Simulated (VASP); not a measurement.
# Mo (R-3m) in VASP: notebook, part 2 of 3

VASP 6.6.1. Earlier steps stand in the parts before.

### 4 Single point, PBE (14.10 Å³/atom)

This run uses another cell than the first one, of 14.10 Å³/atom.

Input file INCAR:

```
PREC = Accurate ; ENCUT = 520
EDIFF = 1E-6 ; ISMEAR = 0
SIGMA = 0.15 ; LREAL = F
LASPH = T ; NELM = 100
ALGO = Fast ; ISIF = 2
LWAVE = F ; LCHARG = F
GGA = PE ; NBANDS = 13
```

Input file KPOINTS:

```
regular mesh
0
Gamma
  22 22 22
```

Input file POSCAR:

```
Mo
1.0
   -0.9097574363      1.5863760087      1.5863760087
    1.5863760087     -0.9097574363      1.5863760087
    1.5863760087      1.5863760087     -0.9097574363
Mo
1
Direct
    0.0000000000      0.0000000000      0.0000000000
```

Potentials or basis: VASP PAW PBE potentials, release 64 (Mo_sv).

The run is started by

```sh
cat potpaw_PBE.64/Mo_sv/POTCAR > POTCAR
mpirun -np 1 vasp_std > vasp.out
```

OUTCAR:

```text
PREC = Accurate
   ENCUT = 520
   EDIFF = 1E-6
   ISMEAR = 0
   LREAL = F
   LASPH = T
   NELM = 100
   ISIF = 2
   GGA = PE

 ion  position               nearest neighbor table
   1  0.000  0.000  0.000-

  LATTYP: Found a trigonal (rhomboedric) cell.
 ALAT       =     2.4209164122
 COS(alpha) =    -0.0631046293

  Lattice vectors:

 A1 = (  -0.9097574363,   1.5863760087,   1.5863760087)
 A2 = (   1.5863760087,  -0.9097574363,   1.5863760087)
 A3 = (   1.5863760087,   1.5863760087,  -0.9097574363)

Analysis of symmetry for initial positions (statically):
=====================================================================
 Subroutine PRICEL returns:
 Original cell was already a primitive cell.

 Routine SETGRP: Setting up the symmetry group for a
 trigonal (rhombohedral) supercell.

 Subroutine GETGRP returns: Found 12 space group operations
 (whereof 12 operations were pure point group operations)
 out of a pool of 12 trial point group operations.

The static configuration has the point symmetry D_3d.

Analysis of symmetry for dynamics (positions and initial velocities):
=====================================================================
 Subroutine PRICEL returns:
 Original cell was already a primitive cell.

 Routine SETGRP: Setting up the symmetry group for a
 trigonal (rhombohedral) supercell.

 Subroutine GETGRP returns: Found 12 space group operations
 (whereof 12 operations were pure point group operations)
 out of a pool of 12 trial point group operations.

The dynamic configuration has the point symmetry D_3d.

 Subroutine INISYM returns: Found 12 space group operations
 (whereof 12 operations are pure point group operations),
 and found     1 'primitive' translations

----------------------------------------------------------------------------------------
[... 116 lines left out ...]
   GGA     = PE    functional components
   LHFCALC =     F    Hartree Fock is set to
   AEXX    =    0.0000 exact exchange contribution
   IVDW    =     0    specifies the selected vdW correction
   LEPSILON=     F    determine dielectric tensor
   LRPA    =     F    only Hartree local field effects (RPA)
 non-spin polarized calculation
 RMM-DIIS sequential band-by-band and
 Gauss-broadening in eV      SIGMA  =   0.15
  energy-cutoff  :      520.00
  volume of cell :       14.10
 maximum number of plane-waves:       396
   NGX =  9   NGY =  9   NGZ =  9

 number of electron      14.0000007 magnetization

 Free energy of the ion-electron system (eV)
  ---------------------------------------------------
  ext. energy  EPLUGINS =         0.00000000
  ---------------------------------------------------
  free energy    TOTEN  =        -9.27264991 eV

  energy without entropy =       -9.26246889  energy(sigma->0) =       -9.26755940

 E-fermi :  14.2601     XC(G=0): -13.8374

 val. band max:       14.2515319840   @ k =  -0.2727   0.2273   0.1364
 cond. band min:      14.2606770407   @ k =  -0.2727   0.3636   0.0909
 fundamental gap:      0.0091450567
 Fermi energy:        14.2601063291

 k-point     1 :       0.0000    0.0000    0.0000
  band No.  band energies     occupation
      1     -47.1834      2.00000
      2     -19.9031      2.00000
      3     -19.7217      2.00000
      4     -19.7217      2.00000
      5       7.0533      2.00000
      6       8.7918      2.00000
      7       8.7918      2.00000
      8      18.9448      0.00000
      9      19.2587      0.00000
     10      19.2587      0.00000
     11      30.7484      0.00000
     12      30.7484      0.00000
     13      33.3959      0.00000
[... 354 lines left out ...]
  band No.  band energies     occupation
      1     -46.7553      2.00000
      2     -22.4140      2.00000
      3     -19.6248      2.00000
      4     -19.4948      2.00000
      5       9.9180      2.00000
      6      10.2554      2.00000
      7      13.5899      2.00000
      8      15.1299      0.00000
      9      15.9170      0.00000
     10      19.5038      0.00000
     11      26.0381      0.00000
     12      29.1895      0.00000
     13      35.7116      0.00000

 [... further k-points ...]

------------------------ aborting loop because EDIFF is reached ----------------------------------------

  FORCE on cell =-STRESS in cart. coord.  units (eV):
  Direction    XX          YY          ZZ          XY          YZ          ZX
  --------------------------------------------------------------------------------------
  -------------------------------------------------------------------------------------
  Total        5.7874759      5.7874759      5.7874759     -0.9214689     -0.9214689     -0.9214689
  in kB      657.6285591    657.6285591    657.6285591   -104.7061353   -104.7061353   -104.7061353
  external PRESSURE =     657.6285591 kB  Pullay stress =       0.0000000 kB

 VOLUME and BASIS-vectors are now :
 -----------------------------------------------------------------------------
  energy-cutoff  :      520.00
  volume of cell :       14.10
      direct lattice vectors                 reciprocal lattice vectors
    -0.909757436  1.586376009  1.586376009    -0.119782287  0.280837320  0.280837320
     1.586376009 -0.909757436  1.586376009     0.280837320 -0.119782287  0.280837320
     1.586376009  1.586376009 -0.909757436     0.280837320  0.280837320 -0.119782287

 POSITION                                       TOTAL-FORCE (eV/Angst)
 -----------------------------------------------------------------------------------
      0.00000      0.00000      0.00000         0.000000     -0.000000     -0.000000
 -----------------------------------------------------------------------------------
    total drift:                                0.000000     -0.000000      0.000000

  FREE ENERGIE OF THE ION-ELECTRON SYSTEM (eV)
  ---------------------------------------------------
  free  energy   TOTEN  =        -9.2726499115 eV

  energy  without entropy=       -9.2624688865  energy(sigma->0) =       -9.26755940
```

Run time: 50 s. Hardware: 1 thread of AMD EPYC 9R45 (Zen 5), shared host; peak memory 0.24 GiB.

Results:

```
Free energy            : -9.2726 eV
Pressure               : 65.8 GPa
Band gap on the k mesh : zero (bands 7 and 8 overlap by 3.09 eV)
```

Caveat: the cell stands under pressure.

### 5 Single point, PBE (15.78 Å³/atom)

This run uses another cell than the first one, of 15.78 Å³/atom.

Input file INCAR:

```
SYSTEM = Mo
PREC = Accurate
ENCUT = 520
EDIFF = 1E-6
ISMEAR = 0
SIGMA = 0.15
LREAL = .FALSE.
LASPH = .TRUE.
NELM = 80
ALGO = Fast
ISIF = 2
LWAVE = .FALSE.
LCHARG = .FALSE.
GGA = PE
NBANDS = 13
```

Input file KPOINTS:

```
Automatic mesh
0
G
  22 22 22
  0 0 0
```

Input file POSCAR:

```
Mo
1.0
   -0.7232904762      1.7026376680      1.7026376680
    1.7026376680     -0.7232904762      1.7026376680
    1.7026376680      1.7026376680     -0.7232904762
Mo
1
Direct
    0.0000000000      0.0000000000      0.0000000000
```

The run is started by

```sh
cat potpaw_PBE.64/Mo_sv/POTCAR > POTCAR
mpirun -np 1 vasp_std > vasp.out
```

Run time: 61 s. Hardware: 1 thread of AMD EPYC 9R45 (Zen 5), shared host; peak memory 0.26 GiB.

Results (log left out):

* Free energy: -9.7367 eV
* Pressure: 24.7 GPa
* Band gap on the k mesh: zero (bands 7 and 8 overlap by 2.81 eV)

Stress tensor (GPa, compression positive):
```
24.74  8.02  8.02
 8.02 24.74  8.02
 8.02  8.02 24.74
```

Levels at points of the mesh, in eV from the Fermi level:
```
           k point  band 3  band 4  band 5  band 6  band 7  band 8  band 9  band 10  band 11  band 12
(0.00, 0.00, 0.00)  -34.30  -34.17   -6.90   -4.74   -4.74    4.15    4.15     4.34    15.17    16.84
(0.50, 0.00, 0.00)  -34.12  -34.04   -3.85   -3.80    0.15    0.60    0.91     4.56    10.42    14.51
(0.50, 0.50, 0.00)  -35.83  -33.91   -6.19   -2.70    1.37    1.60    5.63     6.88     7.13    15.11
(0.50, 0.50, 0.50)  -35.56  -35.56   -4.99   -4.06   -4.06    7.10    7.10     7.34    12.64    15.17
```

Caveat: the cell stands under pressure.

### 6 Single point, PBE (15.78 Å³/atom)

This run uses another cell than the first one, of 15.78 Å³/atom.

Input file INCAR:

```
  PREC = Accurate
  ENCUT = 520
  EDIFF = 1E-6
  ISMEAR = 0
  SIGMA = 0.15
  LREAL = F
  LASPH = T
  NELM = 100
  ALGO = Fast
  ISIF = 2
  LWAVE = F
  LCHARG = F
  GGA = PE
  NBANDS = 13
```

Input file KPOINTS:

```
Automatic mesh
0
Gamma
  22 22 22
```

Input file POSCAR:

```
Mo
1.0
   -0.9446189184      1.6471652002      1.6471652002
    1.6471652002     -0.9446189184      1.6471652002
    1.6471652002      1.6471652002     -0.9446189184
Mo
1
Direct
    0.0000000000      0.0000000000      0.0000000000
```

Potentials or basis: VASP PAW PBE potentials, release 64 (Mo_sv).

The run is started by

```sh
cat potpaw_PBE.64/Mo_sv/POTCAR > POTCAR
mpirun -np 1 vasp_std > vasp.out
```

OUTCAR:

```text
PREC = Accurate
   ENCUT = 520
   EDIFF = 1E-6
   ISMEAR = 0
   LREAL = F
   LASPH = T
   NELM = 100
   ISIF = 2
   GGA = PE

 ion  position               nearest neighbor table
   1  0.000  0.000  0.000-

  LATTYP: Found a trigonal (rhomboedric) cell.
 ALAT       =     2.5136848041
 COS(alpha) =    -0.0631046292

  Lattice vectors:

 A1 = (  -0.9446189184,   1.6471652002,   1.6471652002)
 A2 = (   1.6471652002,  -0.9446189184,   1.6471652002)
 A3 = (   1.6471652002,   1.6471652002,  -0.9446189184)

Analysis of symmetry for initial positions (statically):
=====================================================================
 Subroutine PRICEL returns:
 Original cell was already a primitive cell.

 Routine SETGRP: Setting up the symmetry group for a
 trigonal (rhombohedral) supercell.

 Subroutine GETGRP returns: Found 12 space group operations
 (whereof 12 operations were pure point group operations)
 out of a pool of 12 trial point group operations.

The static configuration has the point symmetry D_3d.

[... 167 lines left out ...]
  band No.  band energies     occupation
      1     -48.8680      2.00000
      2     -21.9687      2.00000
      3     -21.8230      2.00000
      4     -21.8230      2.00000
      5       5.4881      2.00000
      6       7.6415      2.00000
      7       7.6415      2.00000
      8      16.4236      0.00000
      9      16.6993      0.00000
     10      16.6993      0.00000
     11      28.0113      0.00000
     12      28.0113      0.00000
     13      30.1823      0.00000
[... 354 lines left out ...]
  band No.  band energies     occupation
      1     -48.5799      2.00000
      2     -23.8050      2.00000
      3     -21.7650      2.00000
      4     -21.6621      2.00000
      5       8.5215      2.00000
      6       8.6634      2.00000
      7      11.7543      2.00000
      8      13.2150      0.00000
      9      13.8079      0.00000
     10      16.8958      0.00000
     11      22.6965      0.00000
     12      27.1224      0.00000
     13      32.5362      0.00000

 [... further k-points ...]

------------------------ aborting loop because EDIFF is reached ----------------------------------------

  FORCE on cell =-STRESS in cart. coord.  units (eV):
  Direction    XX          YY          ZZ          XY          YZ          ZX
  --------------------------------------------------------------------------------------
  -------------------------------------------------------------------------------------
  Total        2.4526588      2.4526588      2.4526588     -0.7442720     -0.7442720     -0.7442720
  in kB      248.9634136    248.9634136    248.9634136    -75.5492398    -75.5492398    -75.5492398
  external PRESSURE =     248.9634136 kB  Pullay stress =       0.0000000 kB

 VOLUME and BASIS-vectors are now :
 -----------------------------------------------------------------------------
  energy-cutoff  :      520.00
  volume of cell :       15.78
      direct lattice vectors                 reciprocal lattice vectors
    -0.944618918  1.647165200  1.647165200    -0.115361681  0.270472923  0.270472923
     1.647165200 -0.944618918  1.647165200     0.270472923 -0.115361681  0.270472923
     1.647165200  1.647165200 -0.944618918     0.270472923  0.270472923 -0.115361681

 POSITION                                       TOTAL-FORCE (eV/Angst)
 -----------------------------------------------------------------------------------
      0.00000      0.00000      0.00000         0.000000      0.000000      0.000000
 -----------------------------------------------------------------------------------
    total drift:                               -0.000000     -0.000000     -0.000000

  FREE ENERGIE OF THE ION-ELECTRON SYSTEM (eV)
  ---------------------------------------------------
  free  energy   TOTEN  =        -9.7311343545 eV

  energy  without entropy=       -9.7198922909  energy(sigma->0) =       -9.72551332
```

OSZICAR:

```text
N       E                     dE             d eps       ncg     rms          rms(c)
DAV:   1     0.961212708736E+02    0.96121E+02   -0.80885E+03 26901   0.111E+03
DAV:   2    -0.890107427871E+01   -0.10502E+03   -0.10059E+03 30294   0.312E+02
DAV:   3    -0.100909334046E+02   -0.11899E+01   -0.11864E+01 30704   0.335E+01
DAV:   4    -0.100938722974E+02   -0.29389E-02   -0.29388E-02 29814   0.200E+00
DAV:   5    -0.100938924840E+02   -0.20187E-04   -0.20186E-04 31059   0.148E-01    0.155E+01
RMM:   6    -0.977390530558E+01    0.31999E+00   -0.37536E-01 26675   0.582E+00    0.588E+00
RMM:   7    -0.973276987397E+01    0.41135E-01   -0.11826E-01 27116   0.331E+00    0.738E-01
RMM:   8    -0.973126003264E+01    0.15098E-02   -0.83188E-03 28963   0.984E-01    0.114E-01
RMM:   9    -0.973114013293E+01    0.11990E-03   -0.71321E-04 30707   0.316E-01    0.361E-02
RMM:  10    -0.973113479110E+01    0.53418E-05   -0.13678E-04 30813   0.139E-01    0.184E-02
RMM:  11    -0.973113446090E+01    0.33020E-06   -0.15871E-05 30363   0.452E-02    0.248E-03
RMM:  12    -0.973113435448E+01    0.10642E-06   -0.47996E-06 21747   0.219E-02
   1 F= -.97311344E+01 E0= -.97255133E+01  d E =-.112421E-01
```

Wall time 65 s (1 thread of AMD EPYC 9R45 (Zen 5), shared host); peak memory 0.26 GiB.

What came out:

| Property | Result |
| --- | --- |
| Free energy | -9.7311 eV |
| Pressure | 24.9 GPa |
| Band gap on the k mesh | zero (bands 7 and 8 overlap by 2.88 eV) |

Stress tensor (GPa, compression positive):
```
24.90 -7.55 -7.55
-7.55 24.90 -7.55
-7.55 -7.55 24.90
```

Caveat: the cell stands under pressure.

(Part 2 of 3 ends here.)
